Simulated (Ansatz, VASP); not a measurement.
Two plane-wave programs on SnSe

INCAR

```
SYSTEM = SnSe
  ALGO = Normal
  EDIFF = 1E-6
  ENCUT = 520
  ISIF = 2
  ISMEAR = 0
  LASPH = .TRUE.
  LCHARG = .FALSE.
  LREAL = .FALSE.
  LWAVE = .FALSE.
  NBANDS = 28
  NELM = 100
  PREC = Accurate
  SIGMA = 0.02
```

Contents of KPOINTS:

```
k-points
0
G
  8 8 4
  0 0 0
```

Contents of POSCAR:

```
SnSe
1.0
    4.2853274191      0.0000000000      0.0000000000
    0.0000000000      4.2853274191      0.0000000000
    0.0000000000      0.0000000000     10.9906921300
Sn Se
2 2
Direct
    0.0000000000      0.5000000000      0.6368694981
    0.5000000000      0.0000000000      0.3722291100
    0.0000000000      0.5000000000      0.3839605100
    0.5000000000      0.0000000000      0.6160394900
```

Input for Ansatz:

```yaml
crystal:
  lattice:
    - [4.2853274191, 0.0, 0.0]
    - [0.0, 4.2853274191, 0.0]
    - [0.0, 0.0, 10.99069213]
  atoms:
    - { symbol: Sn, position: [0.0, 0.5, 0.6368694981] }
    - { symbol: Sn, position: [0.5, 0.0, 0.37222911] }
    - { symbol: Se, position: [0.0, 0.5, 0.38396051] }
    - { symbol: Se, position: [0.5, 0.0, 0.61603949] }
hamiltonian:
  xc: lda
  pseudopotentials: { kind: paw }
kpoints:
  mp_grid: { grid: [8, 8, 4] }
scf:
  occupations: { method: gaussian, width: 0.02 }
  convergence: { dr2_threshold: 1.0e-09 }
basis:
  ecutwfc: 600
output:
  forces: true
  stress: true
```

Alike in both runs: task single point; functional LDA; k mesh 8 × 8 × 4; occupations gaussian, width 0.02 eV; no spin polarisation.

|  | VASP | Ansatz |
| --- | --- | --- |
| version | VASP 6.6.1 | Ansatz 0.2.0 |
| potentials or method | VASP PAW LDA potentials, release 64 (Sn_d, Se), cutoff 520 eV | scalar-relativistic, plane waves, PAW |
| valence electrons in the cell | 40 | 60 |

```csv
,VASP,Ansatz,Ansatz less VASP
rms of the force components (eV/Å),0.266,0.274,+0.0082
```

LDA's correlation is that of Perdew and Zunger in VASP and of Perdew and Wang (1992) in Ansatz. Atom by atom the forces differ by 0.012 eV/Å (rms over components). VASP's potentials hold 40 valence electrons a cell and Ansatz's 60, so a difference there can come from the potentials and not from the codes. Ansatz's warnings: stress scf threshold loose.
